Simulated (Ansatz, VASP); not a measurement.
# Si: VASP beside Ansatz

```
Si
1.0
     3.86854    0.00000    0.00000
     0.00000    5.47094    0.00000
     0.00000    0.00000   19.86850
Si
6
Direct
  0.75000 0.12500 0.40265
  0.25000 0.87500 0.40265
  0.25000 0.62500 0.50000
  0.75000 0.37500 0.50000
  0.75000 0.12500 0.59735
  0.25000 0.87500 0.59735
```

Alike in both runs: task single point; functional PBE; k mesh 8 × 6 × 1; no spin polarisation.

|  | VASP | Ansatz |
| --- | --- | --- |
| version | VASP 6.6.1 | Ansatz 0.2.0 |
| potentials or method | VASP PAW PBE potentials, release 64 (Si), cutoff 520 eV | all-electron LAPW, scalar-relativistic |
| occupations | tetrahedron | tetrahedron-uncorrected |

|  | VASP | Ansatz | Ansatz less VASP |
| --- | --- | --- | --- |
| gap on the k mesh at the Fermi level (eV) | none | none | - |
| rms of the force components (eV/Å) | 0.302 | 0.299 | -0.0027 |

Atom by atom the forces differ by 0.003 eV/Å (rms over components). A gap of «none» marks a metal or a gap that the smearing closes. Ansatz ran all-electron here, and VASP with PAW potentials. Ansatz's warnings: band table not solved further.
